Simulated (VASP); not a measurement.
MnO2:

```
Mn O
1.0
     2.87550    0.00000    0.00000
    -1.43775    2.49025    0.00000
     0.00000    0.00000    4.63185
Mn O
1 2
Direct
  0.00000 0.00000 0.50000
  0.33333 0.66667 0.70629
  0.66667 0.33333 0.29371
```

Base run:

* Program: VASP 6.6.1
* Functional: LDA
* Potentials or basis: VASP PAW LDA potentials, release 64 (Mn_pv, O)
* Cutoff: 520 eV
* k mesh: 11 × 11 × 6
* Occupations: fermi-dirac, width 0.05 eV
* Spin: collinear spin, ferromagnetic start
* Starting moments: [4.0, 0.0, 0.0] μB

Its results: band gap on the k mesh 0.38 eV, indirect (least direct gap 0.43 eV); pressure -11.5 GPa; net moment 3.00 μB per cell; site moments Mn +2.80; O +0.05 μB; largest force 0.728 eV/Å.

The run is repeated on the same cell with these changes: functional from LDA to r2SCAN; potentials or basis from VASP PAW LDA potentials, release 64 (Mn_pv, O) to VASP PAW PBE potentials, release 64 (Mn_pv, O). What comes out?

Band gap on the k mesh 1.96 eV, indirect (least direct gap 2.07 eV); pressure -3.6 GPa; net moment 3.00 μB per cell; site moments Mn +2.96; O -0.00 μB; largest force 0.280 eV/Å.

Caveats: a cell with one magnetic atom can't hold antiferromagnetic order, which such compounds often take; the PAW data sets were made with another functional, which shifts forces and pressure a little (some runs).

A k mesh can miss the band edges.
